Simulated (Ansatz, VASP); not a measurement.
ZnCd3SO: VASP beside Ansatz

File INCAR:

```
SYSTEM = ZnCd3SO
PREC = Accurate ; ENCUT = 520
EDIFF = 1E-6 ; ISMEAR = 0
SIGMA = 0.1 ; LREAL = .FALSE.
LASPH = .TRUE. ; NELM = 150
ALGO = Normal ; ISIF = 2
LWAVE = .FALSE. ; LCHARG = .FALSE.
ISPIN = 2 ; MAGMOM = 0 0 0 0 0 1
LORBIT = 11 ; GGA = PE
NBANDS = 43
```

Contents of KPOINTS:

```
regular mesh
0
G
  4 4 2
  0 0 0
```

File POSCAR:

```
ZnCd3SO
1.0
    4.0687272600      0.0000000000      0.0000000000
    0.0000000000      4.0687272600      0.0000000000
    0.0000000000      0.0000000000      8.2777982600
Zn Cd S O
1 3 1 1
Direct
    0.5000000000      0.5000000000      0.0000000000
    0.5000000000      0.5000000000      0.2690671800
    0.5000000000      0.5000000000      0.7309328200
    0.0000000000      0.0000000000      0.0000000000
    0.5000000000      0.5000000000      0.5000000000
    0.0000000000      0.0000000000      0.5000000000
```

Input for Ansatz:

```yaml
crystal:
  lattice:
    - [4.06872726, 0.0, 0.0]
    - [0.0, 4.06872726, 0.0]
    - [0.0, 0.0, 8.27779826]
  atoms:
    - { symbol: Zn, position: [0.5, 0.5, 0.0] }
    - { symbol: Cd, position: [0.5, 0.5, 0.26906718] }
    - { symbol: Cd, position: [0.5, 0.5, 0.73093282] }
    - { symbol: Cd, position: [0.0, 0.0, 0.0] }
    - { symbol: S, position: [0.5, 0.5, 0.5] }
    - { symbol: O, position: [0.0, 0.0, 0.5], spin: 1.0 }
basis:
  ecutwfc: 420
kpoints:
  mp_grid: { grid: [4, 4, 2] }
hamiltonian:
  xc: pbe
scf:
  occupations: { method: gaussian, width: 0.1 }
  lower_state_search: "off"
output:
  forces: true
  stress: true
  eigenvalues: true
  populations: true
magnetization:
  spin_polarized: true
```

Alike in both runs: task single point; functional PBE; k mesh 4 × 4 × 2; occupations gaussian, width 0.1 eV; collinear spin.

```csv
,VASP,Ansatz
version,VASP 6.6.1,Ansatz 0.2.0
potentials or method,"VASP PAW PBE potentials, release 64 (Zn, Cd, S, O), cutoff 520 eV","scalar-relativistic, plane waves, PAW"
valence electrons in the cell,60,84
```

```csv
,VASP,Ansatz,Ansatz less VASP
gap on the k mesh at the Fermi level (eV),none,none,-
pressure (GPa),23.0,23.7,+0.62
"traceless stress, the component that is largest in VASP (GPa)",52.71,48.42,-4.297
rms of the force components (eV/Å),2.922,2.777,-0.1442
net moment per atom (μB),0.00,0.31,+0.306
size of the moment on the site where the two differ most (μB),0.00,1.40,+1.397
```

The net moments are unlike, so the other rows may belong to different states. Site moments also hang on the region over which each program counts them. Atom by atom the forces differ by 0.144 eV/Å (rms over components). A gap of «none» marks a metal or a gap that the smearing closes. VASP's potentials hold 60 valence electrons a cell and Ansatz's 84, so a difference there can come from the potentials and not from the codes.

The k mesh is coarse, so the values compare programs but aren't converged.
